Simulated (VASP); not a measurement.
A run of VASP 6.6.1:

INCAR

```
SYSTEM = MoH6
ALGO = Normal ; EDIFF = 1E-6
ENCUT = 500 ; GGA = PE
GGA_COMPAT = .FALSE. ; ISIF = 2
ISMEAR = 0 ; LASPH = .TRUE.
LCHARG = .FALSE. ; LREAL = .FALSE.
LWAVE = .FALSE. ; NBANDS = 19
NELM = 120 ; PREC = Accurate
SIGMA = 0.15
```

The input KPOINTS:

```
k-points
0
G
  3 4 4
  0 0 0
```

POSCAR

```
MoH6
1.0
    4.8303220734      0.0000000000      0.0000000000
    0.0000000000      2.1540495879      2.1533418587
    0.0000000000     -2.1540495879      2.1533418587
H Mo
6 1
Direct
    0.7824962092      0.1368473336      0.6359024677
    0.2175037908      0.6359024677      0.1368473336
    0.7824962092      0.6359024677      0.1368473336
    0.2175037908      0.1368473336      0.6359024677
    0.3846703795      0.1348268190      0.1348268190
    0.6153296205      0.1348268190      0.1348268190
    0.0000000000      0.1357667694      0.1357667694
```

Potentials or basis: VASP PAW PBE potentials, release 64 (H, Mo_sv).

Command:

```bash
$ cat potpaw_PBE.64/H/POTCAR potpaw_PBE.64/Mo_sv/POTCAR > POTCAR
$ mpirun -np 1 vasp_std > vasp.out
```

Hardware: 1 thread of AMD EPYC 7R43 64-Core Processor (Zen 3) (shared host).

Problem. How long does it take, and how much memory?

Solution. Wall time 22 s on 1 thread of AMD EPYC 7R43 64-Core Processor (Zen 3), with other jobs on the host, peak memory 0.11 GiB. Counts: scf iterations 14, k points 14.
